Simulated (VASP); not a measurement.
# Ge (Fmmm) in VASP: single point with PBEsol

Aim: the single point of Ge with PBEsol.

Program: VASP 6.6.1. These are calculated values, not measurements. Logs are shortened: lines on timing, memory, paths and dates and some standing lists are left out, and cuts for length are marked.

### Step 1. The cell of the first run

It takes space group Fmmm (No. 69, orthorhombic). The conventional cell has a = 5.187 Å, b = 5.714 Å, c = 9.943 Å, α = 90.00°, β = 90.00°, γ = 90.00°. Within 3.5 Å of Ge (site symmetry mm2) lie 8 Ge at 2.65 to 3.04 Å. Ge (site symmetry m2m) has 8 Ge at 2.60 to 3.11 Å within 3.4 Å.

### Step 2. Single point, PBEsol

INCAR reads:

```
SYSTEM = Ge
PREC = Accurate ; ENCUT = 520
EDIFF = 1E-7 ; ISMEAR = 0
SIGMA = 0.1 ; LREAL = Auto
LASPH = .TRUE. ; NELM = 100
ALGO = Normal ; ISIF = 2
LWAVE = .FALSE. ; LCHARG = .FALSE.
GGA = PS ; ISYM = 0
NBANDS = 186
```

KPOINTS reads:

```
Automatic mesh
0
Gamma
  2 2 2
  0.5 0.5 0.5
```

POSCAR reads:

```
Ge
1.0
    0.0000000000     -5.7141090057      5.1870250377
    4.9713426905      2.8570545029      5.1870250377
   -4.9713426905      2.8570545029      5.1870250377
Ge
24
Direct
    0.1666666667      0.4432608610      0.8900724723
    0.5000000000      0.7765941943      0.2234058057
    0.8333333333      0.1099275277      0.5567391390
    0.0000000000      0.7765941943      0.2234058057
    0.3333333333      0.1099275277      0.5567391390
    0.6666666667      0.4432608610      0.8900724723
    0.1666666667      0.8900724723      0.4432608610
    0.5000000000      0.2234058057      0.7765941943
    0.8333333333      0.5567391390      0.1099275277
    0.3333333333      0.5567391390      0.1099275277
    0.6666666667      0.8900724723      0.4432608610
    0.0000000000      0.2234058057      0.7765941943
    0.4851532461      0.7574146156      0.7574146156
    0.8184865795      0.0907479489      0.0907479489
    0.1518199128      0.4240812823      0.4240812823
    0.8481800872      0.5759187177      0.5759187177
    0.1815134205      0.9092520511      0.9092520511
    0.5148467539      0.2425853844      0.2425853844
    0.3481684054      0.5759070359      0.5759070359
    0.6815017387      0.9092403693      0.9092403693
    0.0148350721      0.2425737026      0.2425737026
    0.9851649279      0.7574262974      0.7574262974
    0.3184982613      0.0907596307      0.0907596307
    0.6518315946      0.4240929641      0.4240929641
```

Potentials or basis: VASP PAW PBE potentials, release 64 (Ge_d).

On the command line:

```
cat potpaw_PBE.64/Ge_d/POTCAR > POTCAR
mpirun -np 1 vasp_std > vasp.out
```

OUTCAR:

```text
SYSTEM = Ge
   PREC = Accurate
   ENCUT = 520
   EDIFF = 1E-7
   ISMEAR = 0
   LREAL = Auto
   LASPH = .TRUE.
   NELM = 100
   ISIF = 2
   GGA = PS
   ISYM = 0

 ion  position               nearest neighbor table
   1  0.167  0.443  0.890-  12 2.65  10 2.65  19 2.71  22 2.71   8 2.91   9 2.91
   2  0.500  0.777  0.223-  10 2.65  11 2.65  20 2.71  23 2.71   7 2.91   9 2.91
   3  0.833  0.110  0.557-  12 2.65  11 2.65  24 2.71  21 2.71   8 2.91   7 2.91
   4  0.000  0.777  0.223-   7 2.65   9 2.65  14 2.71  17 2.71  10 2.91  11 2.91
   5  0.333  0.110  0.557-   8 2.65   7 2.65  15 2.71  18 2.71  12 2.91  11 2.91
   6  0.667  0.443  0.890-   8 2.65   9 2.65  16 2.71  13 2.71  12 2.91  10 2.91
   7  0.167  0.890  0.443-   4 2.65   5 2.65  19 2.71  22 2.71   2 2.91   3 2.91
   8  0.500  0.223  0.777-   5 2.65   6 2.65  20 2.71  23 2.71   1 2.91   3 2.91
   9  0.833  0.557  0.110-   4 2.65   6 2.65  24 2.71  21 2.71   2 2.91   1 2.91
  10  0.333  0.557  0.110-   2 2.65   1 2.65  15 2.71  18 2.71   4 2.91   6 2.91
  11  0.667  0.890  0.443-   2 2.65   3 2.65  16 2.71  13 2.71   4 2.91   5 2.91
  12  0.000  0.223  0.777-   1 2.65   3 2.65  14 2.71  17 2.71   5 2.91   6 2.91
  13  0.485  0.757  0.757-  17 2.60  20 2.61  19 2.61  11 2.71   6 2.71
  14  0.818  0.091  0.091-  18 2.60  20 2.61  21 2.61  12 2.71   4 2.71
  15  0.152  0.424  0.424-  16 2.60  19 2.61  21 2.61  10 2.71   5 2.71
  16  0.848  0.576  0.576-  15 2.60  24 2.61  22 2.61  11 2.71   6 2.71
  17  0.182  0.909  0.909-  13 2.60  23 2.61  22 2.61  12 2.71   4 2.71
  18  0.515  0.243  0.243-  14 2.60  23 2.61  24 2.61  10 2.71   5 2.71
  19  0.348  0.576  0.576-  24 2.60  15 2.61  13 2.61   7 2.71   1 2.71
  20  0.682  0.909  0.909-  22 2.60  14 2.61  13 2.61   8 2.71   2 2.71
  21  0.015  0.243  0.243-  23 2.60  14 2.61  15 2.61   9 2.71   3 2.71
  22  0.985  0.757  0.757-  20 2.60  17 2.61  16 2.61   7 2.71   1 2.71
  23  0.318  0.091  0.091-  21 2.60  17 2.61  18 2.61   8 2.71   2 2.71
  24  0.652  0.424  0.424-  19 2.60  16 2.61  18 2.61   9 2.71   3 2.71

IMPORTANT INFORMATION: All symmetrisations will be switched off!
NOSYMM: (Re-)initialisation of all symmetry stuff for point group C_1.

----------------------------------------------------------------------------------------

                                     Primitive cell

  volume of cell :     442.0403

  direct lattice vectors                    reciprocal lattice vectors
     0.000000000 -5.714109006  5.187025038     0.000000000 -0.116670275  0.064262912
     4.971342691  2.857054503  5.187025038     0.100576450  0.058335137  0.064262912
    -4.971342691  2.857054503  5.187025038    -0.100576450  0.058335137  0.064262912

  length of vectors
     7.717270921  7.731897395  7.731897395     0.133197878  0.132847026  0.132847026

  position of ions in fractional coordinates (direct lattice)
     0.166666667  0.443260861  0.890072472
     0.500000000  0.776594194  0.223405806
     0.833333333  0.109927528  0.556739139
     0.000000000  0.776594194  0.223405806
     0.333333333  0.109927528  0.556739139
     0.666666667  0.443260861  0.890072472
[... 16 lines left out ...]
     0.318498261  0.090759631  0.090759631
     0.651831595  0.424092964  0.424092964

  ion indices of the primitive-cell ions
   primitive index   ion index
                 1           1
                 2           2
                 3           3
                 4           4
                 5           5
                 6           6
[... 16 lines left out ...]
                23          23
                24          24

----------------------------------------------------------------------------------------

 KPOINTS: Automatic mesh

Automatic generation of k-mesh.
 Grid dimensions read from file:
 generate k-points for:    2    2    2

 Generating k-lattice:

  Cartesian coordinates                     Fractional coordinates (reciprocal lattice)
     0.000000000 -0.058335137  0.032131456     0.500000000  0.000000000  0.000000000
     0.050288225  0.029167569  0.032131456    -0.000000000  0.500000000 -0.000000000
    -0.050288225  0.029167569  0.032131456    -0.000000000 -0.000000000  0.500000000

  Length of vectors
     0.066598939  0.066423513  0.066423513

  Shift w.r.t. Gamma in fractional coordinates (k-lattice)
     0.500000000  0.500000000  0.500000000

 Subroutine IBZKPT returns following result:
 ===========================================

 Found      4 irreducible k-points:

 Following reciprocal coordinates:
            Coordinates               Weight
  0.250000  0.250000  0.250000      2.000000
 -0.250000  0.250000  0.250000      2.000000
  0.250000 -0.250000  0.250000      2.000000
 -0.250000 -0.250000  0.250000      2.000000
   k-points           NKPTS =      4   k-points in BZ     NKDIM =      4   number of bands    NBANDS=    186
   number of dos      NEDOS =    301   number of ions     NIONS =     24
   total plane-waves  NPLWV = 216000
   dimension x,y,z NGX =    60 NGY =   60 NGZ =   60
   dimension x,y,z NGXF=   120 NGYF=  120 NGZF=  120
   ions per type =              24
   NGX,Y,Z   is equivalent  to a cutoff of  12.93, 12.90, 12.90 a.u.
   NGXF,Y,Z  is equivalent  to a cutoff of  25.85, 25.80, 25.80 a.u.
 SYSTEM =  Ge
   PREC   = accura    normal or accurate (medium, high low for compatibility)
   ISTART =      0    job   : 0-new  1-cont  2-samecut
   ICHARG =      2    charge: 1-file 2-atom 10-const
   ISPIN  =      1    spin polarized calculation?
   LNONCOLLINEAR =      F non collinear calculations
   LSORBIT =      F    spin-orbit coupling
   LASPH  =      T    aspherical Exc in radial PAW
   ENCUT  =  520.0 eV  38.22 Ry    6.18 a.u.  14.35 14.38 14.38*2*pi/ulx,y,z
   NELM   =    100;   NELMIN=  2; NELMDL= -5     # of ELM steps
   EDIFF  = 0.1E-06   stopping-criterion for ELM
   LREAL  =      T    real-space projection
   EDIFFG = 0.1E-05   stopping-criterion for IOM
   NSW    =      0    number of steps for IOM
   IBRION =     -1    ionic relax: 0-MD 1-quasi-New 2-CG
   NFREE  =      0    steps in history (QN), initial steepest desc. (CG)
   ISIF   =      2    stress and relaxation
   ISYM   =      0    0-nonsym 1-usesym 2-fastsym
   POTIM  = 0.5000    time-step for ionic-motion
   TEBEG  =    0.0;   TEEND  =   0.0 temperature during run
   PSTRESS=    0.0 pullay stress
   NELECT =     336.0000    total number of electrons
   NUPDOWN=      -1.0000    fix difference up-down
   EMIN   =  10.00;   EMAX   =-10.00  energy-range for DOS
   EFERMI =   0.00;   METHOD = LEGACY
   ISMEAR =     0;   SIGMA  =   0.10  broadening in eV -4-tet -1-fermi 0-gaus
   EFERMI_NEDOS =   21; number of points for ismear=-14 and -15
   IALGO  =     38    algorithm
   IMIX   =      4    mixing-type and parameters
     AMIX     =   0.40;   BMIX     =  1.00
     AMIX_MAG =   1.60;   BMIX_MAG =  1.00
  volume/ion in A,a.u.               =      18.42       124.29
  Fermi-wavevector in a.u.,A,eV,Ry     =   1.494058  2.823359 30.371032  2.232208
  Thomas-Fermi vector in A             =   2.606379
   LORBIT       =      0    0 simple, 1 ext, 2 COOP (PROOUT), +10 PAW based schemes
   GGA     = PS    functional components
   LHFCALC =     F    Hartree Fock is set to
   AEXX    =    0.0000 exact exchange contribution
   IVDW    =     0    specifies the selected vdW correction
   LEPSILON=     F    determine dielectric tensor
   LRPA    =     F    only Hartree local field effects (RPA)
 non-spin polarized calculation
 Gauss-broadening in eV      SIGMA  =   0.10
  energy-cutoff  :      520.00
  volume of cell :      442.04
 maximum number of plane-waves:     11935
 NGX is ok and might be reduce to    60
   NGX = 29   NGY = 29   NGZ = 29

 number of electron     335.9999689 magnetization

 Free energy of the ion-electron system (eV)
  ---------------------------------------------------
  ext. energy  EPLUGINS =         0.00000000
  ---------------------------------------------------
  free energy    TOTEN  =      -114.14010937 eV

  energy without entropy =     -114.09963041  energy(sigma->0) =     -114.11986989

 E-fermi :   7.0800     XC(G=0): -11.4995

 val. band max:        6.9220275226   @ k =   0.2500   0.2500   0.2500
 cond. band min:       7.0868943366   @ k =  -0.2500   0.2500   0.2500
 fundamental gap:      0.1648668140
 Fermi energy:         7.0799761118

 k-point     1 :       0.2500    0.2500    0.2500
  band No.  band energies     occupation
      1     -17.9677      2.00000
      2     -17.9652      2.00000
      3     -17.9495      2.00000
      4     -17.9451      2.00000
      5     -17.9442      2.00000
      6     -17.9404      2.00000
[... 172 lines left out ...]
    179       9.2330      0.00000
    180       9.3287      0.00000

 k-point     2 :      -0.2500    0.2500    0.2500
  band No.  band energies     occupation
      1     -17.9762      2.00000
      2     -17.9608      2.00000
      3     -17.9583      2.00000
      4     -17.9352      2.00000
      5     -17.9334      2.00000
      6     -17.9302      2.00000
[... 172 lines left out ...]
    179       8.4643      0.00000
    180       8.5217      0.00000

 k-point     3 :       0.2500   -0.2500    0.2500
  band No.  band energies     occupation
      1     -17.9818      2.00000
      2     -17.9536      2.00000
      3     -17.9469      2.00000
      4     -17.9392      2.00000
      5     -17.9391      2.00000
      6     -17.9283      2.00000
[... 172 lines left out ...]
    179       8.5890      0.00000
    180       8.5918      0.00000

 k-point     4 :      -0.2500   -0.2500    0.2500
  band No.  band energies     occupation
      1     -17.9818      2.00000
      2     -17.9536      2.00000
      3     -17.9469      2.00000
      4     -17.9392      2.00000
      5     -17.9391      2.00000
      6     -17.9283      2.00000
[... 172 lines left out ...]
    179       8.5890      0.00000
    180       8.5918      0.00000
 [bands above 180 left out]

------------------------ aborting loop because EDIFF is reached ----------------------------------------

  FORCE on cell =-STRESS in cart. coord.  units (eV):
  Direction    XX          YY          ZZ          XY          YZ          ZX
  --------------------------------------------------------------------------------------
  -------------------------------------------------------------------------------------
  Total       -2.6124630     -8.2236272      1.5079743     -0.0000246     -0.3268179      0.0000018
  in kB       -9.4688864    -29.8065820      5.4656611     -0.0000893     -1.1845531      0.0000065
  external PRESSURE =     -11.2699357 kB  Pullay stress =       0.0000000 kB

 VOLUME and BASIS-vectors are now :
 -----------------------------------------------------------------------------
  energy-cutoff  :      520.00
  volume of cell :      442.04
      direct lattice vectors                 reciprocal lattice vectors
     0.000000000 -5.714109006  5.187025038     0.000000000 -0.116670275  0.064262912
     4.971342691  2.857054503  5.187025038     0.100576450  0.058335137  0.064262912
    -4.971342691  2.857054503  5.187025038    -0.100576450  0.058335137  0.064262912

 POSITION                                       TOTAL-FORCE (eV/Angst)
 -----------------------------------------------------------------------------------
     -2.22125      2.85705      7.78054         0.219679      0.000006      0.000001
      2.75009      0.00000      7.78054         0.219676     -0.000002     -0.000004
     -2.22125     -2.85705      7.78054         0.219675     -0.000006      0.000008
      2.75009      2.85705      5.18703         0.219684     -0.000009     -0.000006
     -2.22125      0.00000      5.18703         0.219684      0.000014      0.000002
     -2.22125     -0.00000     10.37405         0.219680     -0.000004      0.000002
[... 16 lines left out ...]
      0.00000     -1.30132      2.59360         0.000002      0.009479      0.094463
      0.00000     -1.30132      7.78063         0.000002      0.009477      0.094491
 -----------------------------------------------------------------------------------
    total drift:                                0.000008      0.000006      0.000000

  FREE ENERGIE OF THE ION-ELECTRON SYSTEM (eV)
  ---------------------------------------------------
  free  energy   TOTEN  =      -114.1401093697 eV

  energy  without entropy=     -114.0996304135  energy(sigma->0) =     -114.11986989
```

Wall time 15 min (1 thread of Intel Xeon Platinum 8259CL at 2.50GHz (Skylake/Cascade Lake), shared host); peak memory 0.61 GiB.

What came out:

| Item | Value |
| --- | --- |
| Free energy | -114.1401 eV |
| Pressure | -1.1 GPa |
| Largest force | 0.220 eV/Å |
| Band gap on the k mesh | zero (band 168 reaches 7.12 eV, above the bottom of band 169 at 7.09 eV) |

Forces on the atoms (eV/Å):
```
Ge   0.220  0.000  0.000
Ge   0.220  0.000  0.000
Ge   0.220  0.000  0.000
Ge   0.220  0.000  0.000
Ge   0.220  0.000  0.000
Ge   0.220  0.000  0.000
Ge  -0.220  0.000  0.000
Ge  -0.220  0.000  0.000
Ge  -0.220  0.000  0.000
Ge  -0.220  0.000  0.000
Ge  -0.220  0.000  0.000
Ge  -0.220  0.000  0.000
Ge   0.000  0.009  0.095
Ge   0.000  0.009  0.095
Ge   0.000  0.009  0.095
Ge   0.000 -0.009 -0.095
Ge   0.000 -0.009 -0.095
Ge   0.000 -0.009 -0.095
Ge   0.000 -0.009 -0.094
Ge   0.000 -0.009 -0.094
Ge   0.000 -0.009 -0.094
Ge   0.000  0.009  0.094
Ge   0.000  0.009  0.094
Ge   0.000  0.009  0.094
```

Stress tensor (GPa, compression positive):
```
-0.95  0.00  0.00
 0.00 -2.98 -0.12
 0.00 -0.12  0.55
```

Caveat: the k points lie up to 0.42 Å⁻¹ apart; the PAW data sets were made with another functional, which shifts forces and pressure a little.
